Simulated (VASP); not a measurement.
# NbTe (CsCl type): single point with PBEsol

The system is NbTe (CsCl type).

```
Nb Te
1.0
     3.38485    0.00000    0.00000
     0.00000    3.38485    0.00000
     0.00000    0.00000    3.38485
Nb Te
1 1
Cartesian
  0.0000 0.0000 0.0000
  1.6924 1.6924 1.6924
```

- Program: VASP 6.6.1
- Task: single point
- Functional: PBEsol
- Potentials or basis: VASP PAW PBE potentials, release 64 (Nb_sv, Te)
- Cutoff: 520 eV
- k mesh: 12 × 12 × 12
- Occupations: fermi-dirac, width 0.1 eV
- Spin: no spin polarisation

* Pressure: -0.1 GPa

Levels at points of the mesh, in eV from the Fermi level:
```tsv
k point	band 6	band 7	band 8	band 9	band 10	band 11	band 12	band 13
(0.00, 0.00, 0.00)	-2.81	-2.81	-1.16	-1.16	-1.16	1.11	1.11	1.11
(0.50, 0.00, 0.00)	-8.05	-2.89	-2.89	-2.02	1.26	2.42	4.47	5.09
(0.50, 0.50, 0.00)	-5.67	-5.67	-2.72	-0.40	-0.40	0.72	1.36	2.65
(0.50, 0.50, 0.50)	-6.66	-6.66	-6.66	2.12	2.12	2.12	2.78	2.78
```

It took 19 s on 1 thread of Intel(R) Xeon(R) 6975P-C (Granite Rapids) (shared host), peak memory 0.19 GiB.

Caveat: the PAW data sets were made with another functional, which shifts forces and pressure a little; spin-orbit coupling is left out, which moves the levels of the heavy elements.
